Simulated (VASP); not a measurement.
**Pt: single point with PBEsol**

Crystal: Pt.

```xyz
1
Lattice="-1.5604 1.5604 1.5604 1.5604 -1.5604 1.5604 1.5604 1.5604 -1.5604" Properties=species:S:1:pos:R:3 pbc="T T T"
Pt    0.0000    0.0000    0.0000
```

```yaml
Program: VASP 6.6.1
Task: single point
Functional: PBEsol
Potentials_or_basis: VASP PAW PBE potentials, release 64 (Pt)
Cutoff: 520 eV
k_mesh: 20 × 20 × 20
Occupations: gaussian, width 0.15 eV
Spin: no spin polarisation
```

```yaml
Pressure: -0.3 GPa
Band_gap_on_the_k_mesh: zero (band 5 reaches 11.81 eV, above the bottom of band 6 at 9.54 eV)
```

Levels at points of the mesh, in eV from the Fermi level:
```csv
k point,band 2,band 3,band 4,band 5,band 6,band 7,band 8,band 9
"(0.00, 0.00, 0.00)",-3.68,-3.68,-3.68,-1.02,-1.02,17.10,17.10,17.10
"(0.50, 0.00, 0.00)",-5.20,-1.21,-0.66,0.10,1.17,6.63,13.26,16.16
"(0.50, 0.50, 0.50)",-6.45,0.60,0.60,0.60,7.72,7.72,7.72,13.32
```

Run time: 18 s on 1 thread of Intel(R) Xeon(R) Platinum 8488C (Sapphire Rapids), with other jobs on the host, peak memory 0.16 GiB.

Caveat: the PAW data sets were made with another functional, which shifts forces and pressure a little; spin-orbit coupling is left out, which moves the levels of the heavy elements.
